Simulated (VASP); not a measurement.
Here is a VASP 6.6.1 calculation.

INCAR

```
SYSTEM = As2Se
PREC = Accurate
ENCUT = 500
EDIFF = 1E-6
ISMEAR = -1
SIGMA = 0.1
LREAL = .False.
LASPH = .True.
NELM = 120
ALGO = Normal
ISIF = 2
LWAVE = .False.
LCHARG = .False.
GGA = RP
NBANDS = 25
GGA_COMPAT = .False.
```

The input KPOINTS:

```
Automatic mesh
0
Gamma
  6 6 6
  0 0 0
```

Contents of POSCAR:

```
As2Se
1.0
   -3.5821280793      3.5821280793      2.6482229017
    3.5821280793     -3.5821280793      2.6482229017
    3.5821280793      3.5821280793     -2.6482229017
As Se
4 2
Direct
   -0.1250000000      0.1250000000     -0.2500000000
    0.3750000000      0.1250000000      0.2500000000
   -0.1250000000      0.1250000000      0.2500000000
   -0.1250000000      0.6250000000     -0.2500000000
    0.5000000000      0.5000000000      0.0000000000
    0.2500000000      0.7500000000      0.5000000000
```

Potentials or basis: VASP PAW PBE potentials, release 64 (As, Se).

Launch:

```console
$ cat potpaw_PBE.64/As/POTCAR potpaw_PBE.64/Se/POTCAR > POTCAR
$ mpirun -np 1 vasp_std > vasp.out
```

Question: Predict the pressure.

Answer: 0.0 GPa.

Question: What does it give for the band gap on the k mesh?

Answer: Zero (bands 16 and 17 overlap by 0.57 eV).

Caveat: the PAW data sets were made with another functional, which shifts forces and pressure a little.
